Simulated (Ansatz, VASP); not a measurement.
**Two plane-wave programs on NaLiCl2**

The input POSCAR:

```
NaLiCl2
1.0
    1.8529830624      1.0698202699      6.1201018967
   -1.8529830624      1.0698202699      6.1201018967
    0.0000000000     -2.1396405397      6.1201018967
Li Na Cl
1 1 2
Direct
    1.0000000000      0.0000000000      0.0000000000
    0.5000000000      0.5000000000      0.5000000000
    0.2566860802      0.2566860802      0.2566860802
    0.7433139198      0.7433139198      0.7433139198
```

INCAR.step1

```
SYSTEM = NaLiCl2
ALGO = Normal
EDIFF = 1E-5
ENCUT = 1250
GGA = PE
GGA_COMPAT = .FALSE.
ISMEAR = 0
LASPH = .TRUE.
LCHARG = .FALSE.
LREAL = .FALSE.
LWAVE = .TRUE.
NBANDS = 21
NELM = 120
PREC = Accurate
SIGMA = 0.01
```

File INCAR.step2:

```
SYSTEM = NaLiCl2
ALGO = Normal
EDIFF = 1E-6
ENCUT = 1250
GGA_COMPAT = .FALSE.
ISIF = 2
ISMEAR = 0
ISTART = 1
LASPH = .TRUE.
LCHARG = .FALSE.
LMIXTAU = .TRUE.
LREAL = .FALSE.
LWAVE = .FALSE.
METAGGA = R2SCAN
NBANDS = 21
NELM = 120
PREC = Accurate
SIGMA = 0.01
```

KPOINTS

```
k-points
0
G
  6 6 6
  0 0 0
```

Input for Ansatz:

```yaml
crystal:
  lattice:
    - [1.8529830624, 1.0698202699, 6.1201018967]
    - [-1.8529830624, 1.0698202699, 6.1201018967]
    - [0.0, -2.1396405397, 6.1201018967]
  atoms:
    - { symbol: Li, position: [1.0, 0.0, 0.0] }
    - { symbol: Na, position: [0.5, 0.5, 0.5] }
    - { symbol: Cl, position: [0.2566860802, 0.2566860802, 0.2566860802] }
    - { symbol: Cl, position: [0.7433139198, 0.7433139198, 0.7433139198] }
kpoints:
  mp_grid: { grid: [6, 6, 6] }
hamiltonian:
  xc: r2scan
scf:
  occupations: { method: fixed }
  n_extra_bands: 5
output:
  forces: true
  stress: true
  eigenvalues: true
```

Alike in both runs: task single point; functional r2SCAN; k mesh 6 × 6 × 6; no spin polarisation.

|  | VASP | Ansatz |
| --- | --- | --- |
| version | VASP 6.6.1 | Ansatz 0.2.0 |
| potentials or method | VASP PAW PBE potentials, release 64 (Li_sv, Na_sv, Cl) | plane waves, PAW |
| plane-wave cutoff (eV) | 1250 | 500 |
| occupations | gaussian, width 0.01 eV | fixed |
| valence electrons in the cell | 26 | 26 |

VASP gave:

| Property | Result |
| --- | --- |
| gap on the k mesh at the Fermi level (eV) | 6.78 |
| pressure (GPa) | 1.9 |
| traceless stress, the component that is largest in VASP (GPa) | 0.07 |
| rms of the force components (eV/Å) | 0.026 |

Q: Estimate Ansatz's values.

A: gap on the k mesh at the Fermi level (eV): 6.75; pressure (GPa): 2.2; traceless stress, the component that is largest in VASP (GPa): 0.05; rms of the force components (eV/Å): 0.014.

VASP's potentials were made for PBE, not for r2SCAN. Atom by atom the forces differ by 0.012 eV/Å (rms over components).
